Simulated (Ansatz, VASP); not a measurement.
Two plane-wave programs on AlCo

File INCAR:

```
PREC     = Accurate       # precision mode
ENCUT    = 520            # plane-wave cutoff, eV
EDIFF    = 1E-7           # SCF threshold, eV
ISMEAR   = 0              # smearing method
SIGMA    = 0.15           # smearing width, eV
LREAL    = F              # projectors in reciprocal space
LASPH    = T              # aspherical terms in the spheres
NELM     = 100            # most SCF steps
ALGO     = Fast           # electronic algorithm
ISIF     = 2              # what is computed and relaxed
LWAVE    = F              # write WAVECAR
LCHARG   = F              # write CHGCAR
GGA      = PE             # functional
NBANDS   = 27             # bands
```

Contents of KPOINTS:

```
Automatic mesh
0
Gamma
  21 21 7
```

File POSCAR:

```
AlCo
1.0
    0.0000000000     -2.8519024102      0.0000000000
    0.0000000000      0.0000000000     -2.8519024102
    8.5557072306     -0.8555707231      0.0000000000
Al Co
3 3
Direct
    0.9250050000      1.0000000000      0.2499833333
    0.8250050000      1.0000000000      0.5833166667
    0.7250050000      1.0000000000      0.9166500000
    0.4750050000      0.5000000000      0.0833166667
    0.3750050000      0.5000000000      0.4166500000
    0.2750050000      0.5000000000      0.7499833333
```

Input for Ansatz:

```yaml
crystal:
  lattice:
    - [0.0, -2.8519024102, 0.0]
    - [0.0, 0.0, -2.8519024102]
    - [8.5557072306, -0.8555707231, 0.0]
  atoms:
    - { symbol: Al, position: [0.925005, 1.0, 0.2499833333] }
    - { symbol: Al, position: [0.825005, 1.0, 0.5833166667] }
    - { symbol: Al, position: [0.725005, 1.0, 0.91665] }
    - { symbol: Co, position: [0.475005, 0.5, 0.0833166667] }
    - { symbol: Co, position: [0.375005, 0.5, 0.41665] }
    - { symbol: Co, position: [0.275005, 0.5, 0.7499833333] }
basis:
  ecutwfc: 420
kpoints:
  mp_grid: { grid: [21, 21, 7] }
hamiltonian:
  xc: pbe
scf:
  occupations: { method: gaussian, width: 0.15 }
output:
  forces: true
  stress: true
  eigenvalues: true
```

Alike in both runs: task single point; functional PBE; k mesh 21 × 21 × 7; occupations gaussian, width 0.15 eV; no spin polarisation.

```csv
,VASP,Ansatz
version,VASP 6.6.1,Ansatz 0.2.0
potentials or method,"VASP PAW PBE potentials, release 64 (Al, Co), cutoff 520 eV","scalar-relativistic, plane waves, PAW"
valence electrons in the cell,36,60
```

|  | VASP | Ansatz | Ansatz less VASP |
| --- | --- | --- | --- |
| gap on the k mesh at the Fermi level (eV) | none | none | - |
| pressure (GPa) | 7.2 | 7.3 | +0.07 |
| traceless stress, the component that is largest in VASP (GPa) | 8.99 | 9.04 | +0.049 |
| rms of the force components (eV/Å) | 1.336 | 1.335 | -0.0013 |

Atom by atom the forces differ by 0.003 eV/Å (rms over components). A gap of «none» marks a metal or a gap that the smearing closes. VASP's potentials hold 36 valence electrons a cell and Ansatz's 60, so a difference there can come from the potentials and not from the codes.
